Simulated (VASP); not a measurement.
C, 2 atoms in the cell. The structure is monoclinic, space group C2/m (No. 12). Conventional cell: a = 4.269 Å, b = 2.465 Å, c = 3.650 Å, α = 90.00°, β = 112.95°, γ = 90.00°. C (site symmetry m) has 3 C at 1.31 to 1.49 Å within 1.7 Å.  This cell differs from its parent crystal: atoms displaced along several vibrational modes.

| Quantity | Value |
| --- | --- |
| Program | VASP 6.6.1 |
| Task | single point |
| Functional | PBE |
| Dispersion | D3(BJ) |
| Potentials or basis | VASP PAW PBE potentials, release 64 (C) |
| Cutoff | 520 eV |
| k mesh | 15 × 15 × 15 |
| Occupations | gaussian, width 0.05 eV |
| Spin | no spin polarisation |
| Dipole correction | no |
| Further INCAR settings | ALGO = Normal; EDIFF = 1e-06; NBANDS = 11 |

Potentials or basis: VASP PAW PBE potentials, release 64 (C).

Launch:

```bash
$ cat potpaw_PBE.64/C/POTCAR > POTCAR
$ mpirun -np 1 vasp_std > vasp.out
```

Hardware: 1 thread of Intel Xeon 8259CL (shared host).

Estimate the wall time of this run.

Run time: 9.2 min on 1 thread of Intel Xeon 8259CL, on a shared host, peak memory 0.28 GiB. Counts: scf iterations 12, k points 904.
